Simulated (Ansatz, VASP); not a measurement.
AlNi: VASP beside Ansatz

```
Al Ni
1.0
     0.00000   -2.89308    0.00000
     0.00000    0.00000   -2.89308
     8.67925   -0.48228    0.48228
Al Ni
3 3
Cartesian
  7.9558 0.0000 -2.8931
  2.1697 0.0000 -2.8931
  5.0628 0.0000 -2.8931
  0.7231 -1.4465 -1.4465
  3.6162 -1.4465 -1.4465
  6.5093 -1.4465 -1.4465
```

Alike in both runs: task single point; functional PBE; k mesh 20 × 20 × 7; occupations gaussian, width 0.15 eV; no spin polarisation.

```csv
,VASP,Ansatz
version,VASP 6.6.1,Ansatz 0.2.0
potentials or method,"VASP PAW PBE potentials, release 64 (Al, Ni), cutoff 520 eV","scalar-relativistic, plane waves, PAW"
valence electrons in the cell,39,63
```

```csv
,VASP,Ansatz,Ansatz less VASP
gap on the k mesh at the Fermi level (eV),none,none,-
pressure (GPa),5.6,5.5,-0.01
"traceless stress, the component that is largest in VASP (GPa)",9.16,9.16,-0.001
rms of the force components (eV/Å),1.470,1.464,-0.0062
```

Atom by atom the forces differ by 0.007 eV/Å (rms over components). A gap of «none» marks a metal or a gap that the smearing closes. VASP's potentials hold 39 valence electrons a cell and Ansatz's 63, so a difference there can come from the potentials and not from the codes.
